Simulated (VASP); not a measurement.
# Ca5SiN2 in VASP: notebook

Ca5SiN2 is run at these levels: PBE; tasks: single point.

Everything below comes from runs of VASP 6.6.1. Logs are shortened: lines on timing, memory, paths and dates and some standing lists are left out, and cuts for length are marked.

## 1. The cell of the first run

Symmetry: Cmmm, No. 65, orthorhombic system. Conventional cell: a = 4.893 Å, b = 14.635 Å, c = 4.871 Å, α = 90.00°, β = 90.00°, γ = 90.00°. Ca (site symmetry mmm) has 2 N at 2.41 Å and 4 Ca at 3.17 Å within 3.2 Å. Ca (site symmetry m2m) has 3 N at 2.42 to 2.45 Å within 3.2 Å. Within 3.3 Å of Ca (site symmetry m2m) lie 2 N at 2.47 Å and 2 Ca at 3.17 Å and 2 Si at 3.17 Å. Si (site symmetry mmm) has 12 Ca at 3.17 to 3.48 Å and 8 N at 4.21 Å within 4.3 Å. Within 3.2 Å of N (site symmetry m2m) lie 6 Ca at 2.41 to 2.47 Å.

## 2. Single point, PBE

Contents of INCAR:

```
SYSTEM = Ca5SiN2
PREC     = Accurate       ! precision mode
ENCUT    = 520            ! plane-wave cutoff, eV
EDIFF    = 1E-6           ! SCF threshold, eV
ISMEAR   = 0              ! smearing method
SIGMA    = 0.2            ! smearing width, eV
LREAL    = .FALSE.        ! projectors in reciprocal space
LASPH    = .TRUE.         ! aspherical terms in the spheres
NELM     = 60             ! most SCF steps
ALGO     = Normal         ! electronic algorithm
ISIF     = 2              ! what is computed and relaxed
LWAVE    = .FALSE.        ! write WAVECAR
LCHARG   = .FALSE.        ! write CHGCAR
GGA      = PE             ! functional
NBANDS   = 42             ! bands
```

Contents of KPOINTS:

```
Automatic mesh
0
G
  4 6 6
  0 0 0
```

Contents of POSCAR:

```
Ca5SiN2
1.0
    0.0000000000      0.0000000000      4.8711103657
   -4.8926242924      0.0000000000      0.0000000000
    2.4463121462     -7.3173147602      0.0000000000
Ca Si N
5 1 2
Direct
    0.0000000000      1.0000000000      1.0000000000
    0.0000000000      0.3305367689      0.6610735378
    0.0000000000      0.6694632311      0.3389264622
    0.5000000000      0.1382697564      0.2765395128
    0.5000000000      0.8617302436      0.7234604872
    0.5000000000      0.5000000000      0.0000000000
    0.0000000000      0.8350239433      0.6700478866
    0.0000000000      0.1649760567      0.3299521134
```

Potentials or basis: VASP PAW PBE potentials, release 64 (Ca_sv, Si, N).

Run with:

```
> cat potpaw_PBE.64/Ca_sv/POTCAR potpaw_PBE.64/Si/POTCAR potpaw_PBE.64/N/POTCAR > POTCAR
> mpirun -np 1 vasp_std > vasp.out
```

OUTCAR:

```text
SYSTEM = Ca5SiN2
   PREC = Accurate
   ENCUT = 520
   EDIFF = 1E-6
   ISMEAR = 0
   LREAL = .FALSE.
   LASPH = .TRUE.
   NELM = 60
   ISIF = 2
   GGA = PE

 ion  position               nearest neighbor table
   1  0.000  0.000  0.000-   7 2.41   8 2.41   4 3.17   5 3.17   4 3.17   5 3.17
   2  0.000  0.331  0.661-   8 2.42   7 2.45   7 2.45
   3  0.000  0.669  0.339-   7 2.42   8 2.45   8 2.45
   4  0.500  0.138  0.277-   8 2.47   8 2.47   1 3.17   1 3.17
   5  0.500  0.862  0.723-   7 2.47   7 2.47   1 3.17   1 3.17
   6  0.500  0.500  0.000-
   7  0.000  0.835  0.670-   1 2.41   3 2.42   2 2.45   2 2.45   5 2.47   5 2.47
   8  0.000  0.165  0.330-   1 2.41   2 2.42   3 2.45   3 2.45   4 2.47   4 2.47

  LATTYP: Found a base centered orthorhombic cell.
 ALAT       =     4.8926242924
 B/A-ratio  =     2.9911615211
 C/A-ratio  =     0.9956027838

  Lattice vectors:

 A1 = (  -2.4463121462,   7.3173147602,   0.0000000000)
 A2 = (  -2.4463121462,  -7.3173147602,   0.0000000000)
 A3 = (   0.0000000000,   0.0000000000,   4.8711103657)

Analysis of symmetry for initial positions (statically):
=====================================================================
 Subroutine PRICEL returns:
 Original cell was already a primitive cell.

 Routine SETGRP: Setting up the symmetry group for a
 base centered orthorhombic supercell.

 Subroutine GETGRP returns: Found  8 space group operations
 (whereof  8 operations were pure point group operations)
 out of a pool of  8 trial point group operations.

The static configuration has the point symmetry D_2h.

Analysis of symmetry for dynamics (positions and initial velocities):
=====================================================================
 Subroutine PRICEL returns:
 Original cell was already a primitive cell.

 Routine SETGRP: Setting up the symmetry group for a
 base centered orthorhombic supercell.

 Subroutine GETGRP returns: Found  8 space group operations
 (whereof  8 operations were pure point group operations)
 out of a pool of  8 trial point group operations.

The dynamic configuration has the point symmetry D_2h.

 Subroutine INISYM returns: Found  8 space group operations
 (whereof  8 operations are pure point group operations),
 and found     1 'primitive' translations

----------------------------------------------------------------------------------------

                                     Primitive cell

  volume of cell :     174.3900

  direct lattice vectors                    reciprocal lattice vectors
     0.000000000  0.000000000  4.871110366     0.000000000  0.000000000  0.205292002
    -4.892624292  0.000000000  0.000000000    -0.204389289 -0.068331077  0.000000000
     2.446312146 -7.317314760  0.000000000     0.000000000 -0.136662154  0.000000000

  length of vectors
     4.871110366  4.892624292  7.715409154     0.205292002  0.215508973  0.136662154

  position of ions in fractional coordinates (direct lattice)
     0.000000000  0.000000000  0.000000000
     0.000000000  0.330536769  0.661073538
     0.000000000  0.669463231  0.338926462
     0.500000000  0.138269756  0.276539513
     0.500000000  0.861730244  0.723460487
     0.500000000  0.500000000  0.000000000
     0.000000000  0.835023943  0.670047887
     0.000000000  0.164976057  0.329952113

  ion indices of the primitive-cell ions
   primitive index   ion index
                 1           1
                 2           2
                 3           3
                 4           4
                 5           5
                 6           6
                 7           7
                 8           8

----------------------------------------------------------------------------------------

 KPOINTS: Automatic mesh

Automatic generation of k-mesh.
 Grid dimensions read from file:
 generate k-points for:    4    6    6

 Generating k-lattice:

  Cartesian coordinates                     Fractional coordinates (reciprocal lattice)
     0.000000000  0.000000000  0.051323001     0.250000000  0.000000000  0.000000000
    -0.034064881 -0.011388513  0.000000000     0.000000000  0.166666667  0.000000000
     0.000000000 -0.022777026  0.000000000     0.000000000  0.000000000  0.166666667

  Length of vectors
     0.051323001  0.035918162  0.022777026

  Shift w.r.t. Gamma in fractional coordinates (k-lattice)
     0.000000000  0.000000000  0.000000000

 Subroutine IBZKPT returns following result:
 ===========================================

 Found     39 irreducible k-points:

 Following reciprocal coordinates:
            Coordinates               Weight
  0.000000  0.000000  0.000000      1.000000
  0.250000  0.000000  0.000000      2.000000
  0.500000  0.000000  0.000000      1.000000
  0.000000  0.166667  0.000000      4.000000
  0.250000  0.166667  0.000000      8.000000
  0.500000  0.166667  0.000000      4.000000
[... 16 lines left out ...]
  0.250000  0.500000  0.166667      8.000000
  0.500000  0.500000  0.166667      4.000000
 [... further k-points ...]
   k-points           NKPTS =     39   k-points in BZ     NKDIM =     39   number of bands    NBANDS=     42
   number of dos      NEDOS =    301   number of ions     NIONS =      8
   total plane-waves  NPLWV =  77760
   dimension x,y,z NGX =    36 NGY =   36 NGZ =   60
   dimension x,y,z NGXF=    72 NGYF=   72 NGZF=  120
   ions per type =               5   1   2
   NGX,Y,Z   is equivalent  to a cutoff of  12.29, 12.23, 12.93 a.u.
   NGXF,Y,Z  is equivalent  to a cutoff of  24.57, 24.46, 25.86 a.u.
 SYSTEM =  Ca5SiN2
   PREC   = accura    normal or accurate (medium, high low for compatibility)
   ISTART =      0    job   : 0-new  1-cont  2-samecut
   ICHARG =      2    charge: 1-file 2-atom 10-const
   ISPIN  =      1    spin polarized calculation?
   LNONCOLLINEAR =      F non collinear calculations
   LSORBIT =      F    spin-orbit coupling
   LASPH  =      T    aspherical Exc in radial PAW
   ENCUT  =  520.0 eV  38.22 Ry    6.18 a.u.   9.06  9.10 14.35*2*pi/ulx,y,z
   NELM   =     60;   NELMIN=  2; NELMDL= -5     # of ELM steps
   EDIFF  = 0.1E-05   stopping-criterion for ELM
   LREAL  =      F    real-space projection
   EDIFFG = 0.1E-04   stopping-criterion for IOM
   NSW    =      0    number of steps for IOM
   IBRION =     -1    ionic relax: 0-MD 1-quasi-New 2-CG
   NFREE  =      0    steps in history (QN), initial steepest desc. (CG)
   ISIF   =      2    stress and relaxation
   ISYM   =      2    0-nonsym 1-usesym 2-fastsym
   POTIM  = 0.5000    time-step for ionic-motion
   TEBEG  =    0.0;   TEEND  =   0.0 temperature during run
   PSTRESS=    0.0 pullay stress
   NELECT =      64.0000    total number of electrons
   NUPDOWN=      -1.0000    fix difference up-down
   EMIN   =  10.00;   EMAX   =-10.00  energy-range for DOS
   EFERMI =   0.00;   METHOD = LEGACY
   ISMEAR =     0;   SIGMA  =   0.20  broadening in eV -4-tet -1-fermi 0-gaus
   EFERMI_NEDOS =   21; number of points for ismear=-14 and -15
   IALGO  =     38    algorithm
   IMIX   =      4    mixing-type and parameters
     AMIX     =   0.40;   BMIX     =  1.00
     AMIX_MAG =   1.60;   BMIX_MAG =  1.00
  volume/ion in A,a.u.               =      21.80       147.11
  Fermi-wavevector in a.u.,A,eV,Ry     =   1.172090  2.214929 18.691616  1.373795
  Thomas-Fermi vector in A             =   2.308524
   LORBIT       =      0    0 simple, 1 ext, 2 COOP (PROOUT), +10 PAW based schemes
   GGA     = PE    functional components
   LHFCALC =     F    Hartree Fock is set to
   AEXX    =    0.0000 exact exchange contribution
   IVDW    =     0    specifies the selected vdW correction
   LEPSILON=     F    determine dielectric tensor
   LRPA    =     F    only Hartree local field effects (RPA)
 non-spin polarized calculation
 Gauss-broadening in eV      SIGMA  =   0.20
  energy-cutoff  :      520.00
  volume of cell :      174.39
 maximum number of plane-waves:      4722
   NGX = 19   NGY = 19   NGZ = 29

 number of electron      64.0000009 magnetization

 Free energy of the ion-electron system (eV)
  ---------------------------------------------------
  ext. energy  EPLUGINS =         0.00000000
  ---------------------------------------------------
  free energy    TOTEN  =       -37.03016890 eV

  energy without entropy =      -37.00492987  energy(sigma->0) =      -37.01754939

 E-fermi :   3.4473     XC(G=0):  -9.2657

 val. band max:        3.4270388243   @ k =   0.0000   0.0000   0.1667
 cond. band min:       3.4635418435   @ k =   0.0000   0.0000   0.0000
 fundamental gap:      0.0365030192
 Fermi energy:         3.4473399912

 k-point     1 :       0.0000    0.0000    0.0000
  band No.  band energies     occupation
      1     -37.1533      2.00000
      2     -37.1423      2.00000
      3     -36.8032      2.00000
      4     -36.3700      2.00000
      5     -36.3404      2.00000
      6     -18.3653      2.00000
[... 34 lines left out ...]
     41       7.0917      0.00000
     42       7.3426      0.00000

 k-point     2 :       0.2500    0.0000    0.0000
  band No.  band energies     occupation
      1     -37.1498      2.00000
      2     -37.1419      2.00000
      3     -36.8062      2.00000
      4     -36.3704      2.00000
      5     -36.3405      2.00000
      6     -18.4276      2.00000
[... 34 lines left out ...]
     41       6.8742      0.00000
     42       7.0101      0.00000

 k-point     3 :       0.5000    0.0000    0.0000
  band No.  band energies     occupation
      1     -37.1462      2.00000
      2     -37.1415      2.00000
      3     -36.8093      2.00000
      4     -36.3707      2.00000
      5     -36.3406      2.00000
      6     -18.4622      2.00000
[... 34 lines left out ...]
     41       7.0238      0.00000
     42       7.4050      0.00000

 k-point     4 :       0.0000    0.1667    0.0000
  band No.  band energies     occupation
      1     -37.1527      2.00000
      2     -37.1425      2.00000
      3     -36.8031      2.00000
      4     -36.3682      2.00000
      5     -36.3425      2.00000
      6     -18.3625      2.00000
[... 844 lines left out ...]
     41       7.3535      0.00000
     42       7.6807      0.00000

 k-point    23 :       0.2500    0.5000    0.1667
  band No.  band energies     occupation
      1     -37.1476      2.00000
      2     -37.1430      2.00000
      3     -36.8056      2.00000
      4     -36.3557      2.00000
      5     -36.3556      2.00000
      6     -18.4157      2.00000
[... 34 lines left out ...]
     41       7.2249      0.00000
     42       7.4870      0.00000

 k-point    24 :       0.5000    0.5000    0.1667
  band No.  band energies     occupation
      1     -37.1445      2.00000
      2     -37.1427      2.00000
      3     -36.8085      2.00000
      4     -36.3556      2.00000
      5     -36.3555      2.00000
      6     -18.4482      2.00000
[... 34 lines left out ...]
     41       7.2130      0.00000
     42       7.2333      0.00000

 [... further k-points ...]

------------------------ aborting loop because EDIFF is reached ----------------------------------------

  FORCE on cell =-STRESS in cart. coord.  units (eV):
  Direction    XX          YY          ZZ          XY          YZ          ZX
  --------------------------------------------------------------------------------------
  -------------------------------------------------------------------------------------
  Total        0.2422550      0.3693168      0.1867369      0.0000000      0.0000000      0.0000000
  in kB        2.2256752      3.3930326      1.7156122      0.0000000      0.0000000      0.0000000
  external PRESSURE =       2.4447733 kB  Pullay stress =       0.0000000 kB

 VOLUME and BASIS-vectors are now :
 -----------------------------------------------------------------------------
  energy-cutoff  :      520.00
  volume of cell :      174.39
      direct lattice vectors                 reciprocal lattice vectors
     0.000000000  0.000000000  4.871110366     0.000000000  0.000000000  0.205292002
    -4.892624292  0.000000000  0.000000000    -0.204389289 -0.068331077  0.000000000
     2.446312146 -7.317314760  0.000000000     0.000000000 -0.136662154  0.000000000

 POSITION                                       TOTAL-FORCE (eV/Angst)
 -----------------------------------------------------------------------------------
      0.00000      0.00000      0.00000        -0.000000      0.000000      0.000000
      0.00000     -4.83728      0.00000         0.000000      0.000570     -0.000000
     -2.44631     -2.48003      0.00000         0.000000     -0.000570      0.000000
      0.00000     -2.02353      2.43556         0.000000     -0.021354      0.000000
     -2.44631     -5.29379      2.43556         0.000000      0.021354      0.000000
     -2.44631      0.00000      2.43556         0.000000      0.000000      0.000000
     -2.44631     -4.90295      0.00000         0.000000     -0.008153      0.000000
      0.00000     -2.41436      0.00000        -0.000000      0.008153      0.000000
 -----------------------------------------------------------------------------------
    total drift:                               -0.000000     -0.000000      0.000000

  FREE ENERGIE OF THE ION-ELECTRON SYSTEM (eV)
  ---------------------------------------------------
  free  energy   TOTEN  =       -37.0301688978 eV

  energy  without entropy=      -37.0049298725  energy(sigma->0) =      -37.01754939
```

Wall time 14 min (1 thread of Intel Xeon 8259CL, shared host); peak memory 0.41 GiB.

Results:

| Property | Result |
| --- | --- |
| Free energy | -37.0302 eV |
| Pressure | 0.2 GPa |
| Largest force | 0.021 eV/Å |
| Band gap on the k mesh | zero (bands 32 and 33 overlap by 0.27 eV) |

Forces in eV/Å, atoms in the order of the input:
```
Ca   0.000  0.000  0.000
Ca   0.000  0.001  0.000
Ca   0.000 -0.001  0.000
Ca   0.000 -0.021  0.000
Ca   0.000  0.021  0.000
Si   0.000  0.000  0.000
N    0.000 -0.008  0.000
N    0.000  0.008  0.000
```

Stress tensor (GPa, compression positive):
```
0.22 0.00 0.00
0.00 0.34 0.00
0.00 0.00 0.17
```

## 3. Single point, PBE

Contents of INCAR:

```
PREC = Accurate ; ENCUT = 520
EDIFF = 1E-7 ; ISMEAR = 0
SIGMA = 0.2 ; LREAL = F
LASPH = T ; NELM = 80
ALGO = Normal ; ISIF = 2
LWAVE = F ; LCHARG = T
GGA = PE ; LELF = T
LVHAR = T ; NBANDS = 42
```

Contents of KPOINTS:

```
Automatic mesh
0
Gamma
  4 6 6
```

Contents of POSCAR:

```
Ca5SiN2
1.0
    0.0005144224      0.0085823851      4.8640833443
   -4.8935199289      0.0005292566     -0.0004259215
    2.4475442913     -7.3310917814     -0.0125042298
Ca Si N
5 1 2
Direct
    0.0000950822      1.0000312769      0.9999764853
   -0.0002002100      0.3302292127      0.6605161547
    0.0002628471      0.6697053280      0.3395027008
    0.5009285160      0.1386420606      0.2770910823
    0.4991470874      0.8613889699      0.7228429798
    0.4998863759      0.5000930159      0.0000512499
   -0.0020782163      0.8349503136      0.6699800588
    0.0019585176      0.1649598225      0.3300392886
```

Potentials or basis: VASP PAW PBE potentials, release 64 (Ca_sv, Si, N).

Run with:

```
> cat potpaw_PBE.64/Ca_sv/POTCAR potpaw_PBE.64/Si/POTCAR potpaw_PBE.64/N/POTCAR > POTCAR
> mpirun -np 1 vasp_std > vasp.out
```

Run time: 27 min. Hardware: 1 thread of Intel Xeon 8259CL, shared host; peak memory 0.58 GiB.

Results (log left out):

| Property | Result |
| --- | --- |
| Free energy | -37.0303 eV |
| Pressure | 0.2 GPa |
| Largest force | 0.021 eV/Å |
| Band gap on the k mesh | zero (bands 32 and 33 overlap by 0.29 eV) |

Forces on the atoms (eV/Å):
```
Ca   0.001 -0.001 -0.002
Ca   0.000 -0.020 -0.001
Ca  -0.002  0.021 -0.001
Ca   0.003  0.006 -0.002
Ca  -0.001 -0.008  0.002
Si   0.001  0.002  0.001
N   -0.001 -0.004  0.004
N   -0.001  0.004 -0.001
```

Stress tensor (GPa, compression positive):
```
 0.17  0.01 -0.01
 0.01  0.20 -0.04
-0.01 -0.04  0.27
```

Levels at points of the mesh, in eV from the Fermi level:
| k point | band 29 | band 30 | band 31 | band 32 | band 33 | band 34 | band 35 | band 36 |
| --- | --- | --- | --- | --- | --- | --- | --- | --- |
| (0.00, 0.00, 0.00) | -0.95 | -0.64 | -0.52 | -0.07 | 0.02 | 0.85 | 1.75 | 1.96 |
| (0.50, 0.00, 0.00) | -1.13 | -0.93 | -0.93 | -0.71 | 0.26 | 1.85 | 1.85 | 2.51 |
| (0.00, 0.50, 0.00) | -1.37 | -1.19 | -0.79 | -0.42 | 0.36 | 0.98 | 2.32 | 2.62 |
| (0.50, 0.50, 0.00) | -1.28 | -1.20 | -0.84 | -0.81 | 0.72 | 1.05 | 1.88 | 2.38 |
| (0.00, 0.00, 0.50) | -1.02 | -0.84 | -0.43 | 0.22 | 0.28 | 1.44 | 1.47 | 1.56 |
| (0.50, 0.00, 0.50) | -1.09 | -1.01 | -0.80 | -0.72 | 0.64 | 1.22 | 1.84 | 2.65 |
| (0.00, 0.50, 0.50) | -1.37 | -1.19 | -0.79 | -0.42 | 0.36 | 0.98 | 2.32 | 2.62 |
| (0.50, 0.50, 0.50) | -1.28 | -1.20 | -0.84 | -0.81 | 0.72 | 1.05 | 1.88 | 2.38 |
